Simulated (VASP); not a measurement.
# Hf (Fm-3m) in VASP: a series of runs, part 2 of 2

VASP 6.6.1. The steps go on from the part before.

## Step 4: Single point, LDA (volume scaled by 0.98)

Contents of INCAR:

```
SYSTEM = Hf
PREC     = Accurate       ! precision mode
ENCUT    = 520            ! plane-wave cutoff, eV
EDIFF    = 1E-6           ! SCF threshold, eV
ISMEAR   = -1             ! smearing method
SIGMA    = 0.03           ! smearing width, eV
LREAL    = .False.        ! projectors in reciprocal space
LASPH    = .True.         ! aspherical terms in the spheres
NELM     = 80             ! most SCF steps
ALGO     = Normal         ! electronic algorithm
ISIF     = 2              ! what is computed and relaxed
LWAVE    = .False.        ! write WAVECAR
LCHARG   = .True.         ! write CHGCAR
LELF     = .True.         ! ELF
LVHAR    = .True.       
NBANDS   = 11             ! bands
```

Contents of KPOINTS:

```
Automatic mesh
0
Gamma
  13 13 13
  0 0 0
```

Contents of POSCAR:

```
Hf
1.0
    0.0000000000      2.2051002222      2.2051002222
    2.2051002222      0.0000000000      2.2051002222
    2.2051002222      2.2051002222      0.0000000000
Hf
1
Direct
    0.0000000000      0.0000000000      0.0000000000
```

Potentials or basis: VASP PAW LDA potentials, release 64 (Hf_pv).

Run with:

```bash
$ cat potpaw_LDA.64/Hf_pv/POTCAR > POTCAR
$ mpirun -np 1 vasp_std > vasp.out
```

OUTCAR:

```text
SYSTEM = Hf
   PREC = Accurate
   ENCUT = 520
   EDIFF = 1E-6
   ISMEAR = -1
   LREAL = .False.
   LASPH = .True.
   NELM = 80
   ISIF = 2

 ion  position               nearest neighbor table
   1  0.000  0.000  0.000-

  LATTYP: Found a face centered cubic cell.
 ALAT       =     4.4102004444

  Lattice vectors:

 A1 = (   0.0000000000,   2.2051002222,   2.2051002222)
 A2 = (   2.2051002222,   0.0000000000,   2.2051002222)
 A3 = (   2.2051002222,   2.2051002222,   0.0000000000)

Analysis of symmetry for initial positions (statically):
=====================================================================
 Subroutine PRICEL returns:
 Original cell was already a primitive cell.

 Routine SETGRP: Setting up the symmetry group for a
 face centered cubic supercell.

 Subroutine GETGRP returns: Found 48 space group operations
 (whereof 48 operations were pure point group operations)
 out of a pool of 48 trial point group operations.

The static configuration has the point symmetry O_h .

Analysis of symmetry for dynamics (positions and initial velocities):
=====================================================================
 Subroutine PRICEL returns:
 Original cell was already a primitive cell.

 Routine SETGRP: Setting up the symmetry group for a
 face centered cubic supercell.

 Subroutine GETGRP returns: Found 48 space group operations
 (whereof 48 operations were pure point group operations)
 out of a pool of 48 trial point group operations.

The dynamic configuration has the point symmetry O_h .

 Subroutine INISYM returns: Found 48 space group operations
 (whereof 48 operations are pure point group operations),
 and found     1 'primitive' translations

----------------------------------------------------------------------------------------

                                     Primitive cell

  volume of cell :      21.4445

  direct lattice vectors                    reciprocal lattice vectors
[... 105 lines left out ...]
     AMIX_MAG =   1.60;   BMIX_MAG =  1.00
  volume/ion in A,a.u.               =      21.44       144.71
  Fermi-wavevector in a.u.,A,eV,Ry     =   1.269511  2.399028 21.927944  1.611658
  Thomas-Fermi vector in A             =   2.402548
   LORBIT       =      0    0 simple, 1 ext, 2 COOP (PROOUT), +10 PAW based schemes
   GGA     = CA    functional components
   LHFCALC =     F    Hartree Fock is set to
   AEXX    =    0.0000 exact exchange contribution
   IVDW    =     0    specifies the selected vdW correction
   LEPSILON=     F    determine dielectric tensor
   LRPA    =     F    only Hartree local field effects (RPA)
 non-spin polarized calculation
  energy-cutoff  :      520.00
  volume of cell :       21.44
 maximum number of plane-waves:       589
   NGX = 11   NGY = 11   NGZ = 11

 number of electron      10.0000001 magnetization

 Free energy of the ion-electron system (eV)
  ---------------------------------------------------
  ext. energy  EPLUGINS =         0.00000000
  ---------------------------------------------------
  free energy    TOTEN  =       -10.62417981 eV

  energy without entropy =      -10.61932943  energy(sigma->0) =      -10.62175462

 E-fermi :   4.9135     XC(G=0): -11.6665

 val. band max:        4.8920905787   @ k =   0.3846   0.0769   0.0000
 cond. band min:       4.9222170879   @ k =  -0.3077   0.3077   0.0000
 fundamental gap:      0.0301265092
 Fermi energy:         4.9135007997

 k-point     1 :       0.0000    0.0000    0.0000
  band No.  band energies     occupation
      1     -24.7961      2.00000
      2     -24.7961      2.00000
      3     -24.7961      2.00000
      4      -2.3702      2.00000
      5       6.2587      0.00000
      6       6.2587      0.00000
      7       6.2587      0.00000
      8       9.1625      0.00000
      9       9.1625      0.00000
     10      16.4797      0.00000
     11      17.1672      0.00000
[... 309 lines left out ...]
 k-point    24 :       0.4615    0.1538    0.0000
  band No.  band energies     occupation
      1     -25.6327      2.00000
      2     -25.0297      2.00000
      3     -24.9725      2.00000
      4       1.7105      2.00000
      5       4.4964      2.00000
      6       5.5471      0.00000
      7       6.8618      0.00000
      8      11.1358      0.00000
      9      11.5176      0.00000
     10      14.8984      0.00000
     11      17.1764      0.00000

 [... further k-points ...]
[... 5 lines left out ...]
  --------------------------------------------------------------------------------------
  -------------------------------------------------------------------------------------
  Total       -0.4567084     -0.4567084     -0.4567084      0.0000000      0.0000000     -0.0000000
  in kB      -34.1220049    -34.1220049    -34.1220049      0.0000000      0.0000000     -0.0000000
  external PRESSURE =     -34.1220049 kB  Pullay stress =       0.0000000 kB

 VOLUME and BASIS-vectors are now :
 -----------------------------------------------------------------------------
  energy-cutoff  :      520.00
  volume of cell :       21.44
      direct lattice vectors                 reciprocal lattice vectors
     0.000000000  2.205100222  2.205100222    -0.226747063  0.226747063  0.226747063
     2.205100222  0.000000000  2.205100222     0.226747063 -0.226747063  0.226747063
     2.205100222  2.205100222  0.000000000     0.226747063  0.226747063 -0.226747063

 POSITION                                       TOTAL-FORCE (eV/Angst)
 -----------------------------------------------------------------------------------
      0.00000      0.00000      0.00000         0.000000      0.000000     -0.000000
 -----------------------------------------------------------------------------------
    total drift:                               -0.000000      0.000000     -0.000000

  FREE ENERGIE OF THE ION-ELECTRON SYSTEM (eV)
  ---------------------------------------------------
  free  energy   TOTEN  =       -10.6241798050 eV

  energy  without entropy=      -10.6193294265  energy(sigma->0) =      -10.62175462
```

OSZICAR:

```text
N       E                     dE             d eps       ncg     rms          rms(c)
DAV:   1     0.119719944907E+02    0.11972E+02   -0.56396E+03  1856   0.840E+02
DAV:   2    -0.104981210633E+02   -0.22470E+02   -0.21601E+02  2369   0.152E+02
DAV:   3    -0.109683215366E+02   -0.47020E+00   -0.46577E+00  2338   0.147E+01
DAV:   4    -0.109699839824E+02   -0.16624E-02   -0.16604E-02  2161   0.987E-01
DAV:   5    -0.109699908776E+02   -0.68952E-05   -0.68950E-05  2274   0.599E-02    0.466E+01
DAV:   6    -0.107164025446E+02    0.25359E+00   -0.20817E-01  2124   0.323E+00    0.278E+01
DAV:   7    -0.106287522789E+02    0.87650E-01   -0.32450E-01  2088   0.385E+00    0.136E+00
DAV:   8    -0.106241658949E+02    0.45864E-02   -0.22146E-02  2067   0.106E+00    0.193E-01
DAV:   9    -0.106241808293E+02   -0.14934E-04   -0.26717E-04  2192   0.142E-01    0.463E-02
DAV:  10    -0.106241803641E+02    0.46518E-06   -0.16859E-05  2107   0.297E-02    0.505E-02
DAV:  11    -0.106241798050E+02    0.55908E-06   -0.12339E-06  1370   0.887E-03
   1 F= -.10624180E+02 E0= -.10621755E+02  d E =-.485038E-02
```

stdout:

```text
POSCAR found type information on POSCAR Hf
 POSCAR found :  1 types and       1 ions
 scaLAPACK will be used
 LDA part: xc-table for (Slater(with rela. corr.)+CA(PZ))
 , standard interpolation
 POSCAR, INCAR and KPOINTS ok, starting setup
 FFT: planning ... GRIDC
 FFT: planning ... GRID_SOFT
 FFT: planning ... GRID
 WAVECAR not read
 entering main loop
```

Wall time 8.4 s (1 thread of Intel Xeon 6975P-C (Granite Rapids), shared host); peak memory 0.13 GiB.

What came out:

```yaml
Free_energy: -10.6242 eV
Pressure: -3.4 GPa
Band_gap_on_the_k_mesh: zero (band 5 reaches 6.26 eV, above the bottom of band 6 at 4.35 eV)
```

Levels at points of the mesh, in eV from the Fermi level:
```tsv
k point	band 3	band 4	band 5	band 6	band 7	band 8
(0.00, 0.00, 0.00)	-29.71	-7.28	1.35	1.35	1.35	4.25
```

Caveat: spin-orbit coupling is left out, which moves the levels of the heavy elements.

## Step 5: Single point, LDA (volume scaled by 0.96)

Contents of INCAR:

```
ALGO = Normal
EDIFF = 1E-6
ENCUT = 520
GGA = CA
ISIF = 2
ISMEAR = -1
LASPH = T
LCHARG = T
LELF = T
LREAL = F
LVHAR = T
LWAVE = F
NBANDS = 11
NELM = 100
PREC = Accurate
SIGMA = 0.03
```

Contents of KPOINTS:

```
k-points
0
Gamma
  13 13 13
```

Contents of POSCAR:

```
Hf
1.0
    0.0000000000      2.1899963220      2.1899963220
    2.1899963220      0.0000000000      2.1899963220
    2.1899963220      2.1899963220      0.0000000000
Hf
1
Direct
    0.0000000000      0.0000000000      0.0000000000
```

Run with:

```bash
$ cat potpaw_LDA.64/Hf_pv/POTCAR > POTCAR
$ mpirun -np 1 vasp_std > vasp.out
```

It took 7 s on 1 thread of Intel Xeon 6975P-C (Granite Rapids), shared host; peak memory 0.13 GiB.

Results (log left out):

| Quantity | Value |
| --- | --- |
| Free energy | -10.6304 eV |
| Pressure | -1.1 GPa |
| Band gap on the k mesh | zero (band 5 reaches 6.42 eV, above the bottom of band 6 at 4.49 eV) |

Levels at points of the mesh, in eV from the Fermi level:
```tsv
k point	band 1	band 2	band 3	band 4	band 5	band 6	band 7	band 8	band 9	band 10
(0.00, 0.00, 0.00)	-29.64	-29.64	-29.64	-7.36	1.34	1.34	1.34	4.33	4.33	11.63
```

Caveat: spin-orbit coupling is left out, which moves the levels of the heavy elements.

## Step 6: The runs side by side

| cell | gap on the mesh (eV) | pressure (GPa) |
| --- | --- | --- |
| a = 3.075 Å, angles 60.0°, 1 atom | none | 1.3 |
| a = 3.097 Å, angles 60.0°, 1 atom | none | -1.1 |
| a = 3.118 Å, angles 60.0°, 1 atom | none | -3.4 |

Alike in all rows: task single point; level LDA; potentials or basis VASP PAW LDA potentials, release 64 (Hf_pv); no spin polarisation; k mesh 13 × 13 × 13; cutoff (eV) 520; smearing fermi-dirac 0.03 eV.

Caveats: spin-orbit coupling is left out, which moves the levels of the heavy elements.

Total energies depend on the potentials used, so only differences within one code and one set of settings carry meaning.
